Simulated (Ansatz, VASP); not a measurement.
**One calculation of MgS, two programs**

Contents of INCAR:

```
PREC     = Accurate       # precision mode
ENCUT    = 520            # plane-wave cutoff, eV
EDIFF    = 1E-6           # SCF threshold, eV
ISMEAR   = 0              # smearing method
SIGMA    = 0.05           # smearing width, eV
LREAL    = F              # projectors in reciprocal space
LASPH    = T              # aspherical terms in the spheres
NELM     = 80             # most SCF steps
ALGO     = Normal         # electronic algorithm
ISIF     = 2              # what is computed and relaxed
LWAVE    = F              # write WAVECAR
LCHARG   = T              # write CHGCAR
GGA      = PS             # functional
LELF     = T              # ELF
LVHAR    = T            
NBANDS   = 11             # bands
```

KPOINTS

```
regular mesh
0
Gamma
  8 8 8
```

Contents of POSCAR:

```
MgS
1.0
   -0.5638143949      2.3524669581      2.3524669581
    2.3524669581     -0.5638143949      2.3524669581
    2.3524669581      2.3524669581     -0.5638143949
Mg S
1 1
Direct
    0.0000000000      0.0000000000      0.0000000000
    0.5000000000      0.5000000000      0.5000000000
```

Input for Ansatz:

```yaml
crystal:
  lattice:
    - [-0.5638143949, 2.3524669581, 2.3524669581]
    - [2.3524669581, -0.5638143949, 2.3524669581]
    - [2.3524669581, 2.3524669581, -0.5638143949]
  atoms:
    - { symbol: Mg, position: [0.0, 0.0, 0.0] }
    - { symbol: S, position: [0.5, 0.5, 0.5] }
basis:
  ecutwfc: 420
kpoints:
  mp_grid: { grid: [8, 8, 8] }
hamiltonian:
  xc: pbesol
scf:
  occupations: { method: gaussian, width: 0.05 }
output:
  forces: true
  stress: true
  eigenvalues: true
```

Alike in both runs: task single point; functional PBEsol; k mesh 8 × 8 × 8; occupations gaussian, width 0.05 eV; no spin polarisation.

|  | VASP | Ansatz |
| --- | --- | --- |
| version | VASP 6.6.1 | Ansatz 0.2.0 |
| potentials or method | VASP PAW PBE potentials, release 64 (Mg, S), cutoff 520 eV | scalar-relativistic, plane waves, PAW |
| valence electrons in the cell | 8 | 16 |

```tsv
	VASP	Ansatz	Ansatz less VASP
gap on the k mesh at the Fermi level (eV)	0.56	0.56	-0.001
least direct gap on the mesh (eV)	1.45	1.45	+0.001
pressure (GPa)	-1.2	-1.0	+0.21
traceless stress, the component that is largest in VASP (GPa)	6.38	6.35	-0.028
```

VASP's potentials were made for PBE, not for PBEsol. The functional is the same, so the differences come from potentials, cutoffs and numerics. VASP's potentials hold 8 valence electrons a cell and Ansatz's 16, so a difference there can come from the potentials and not from the codes.
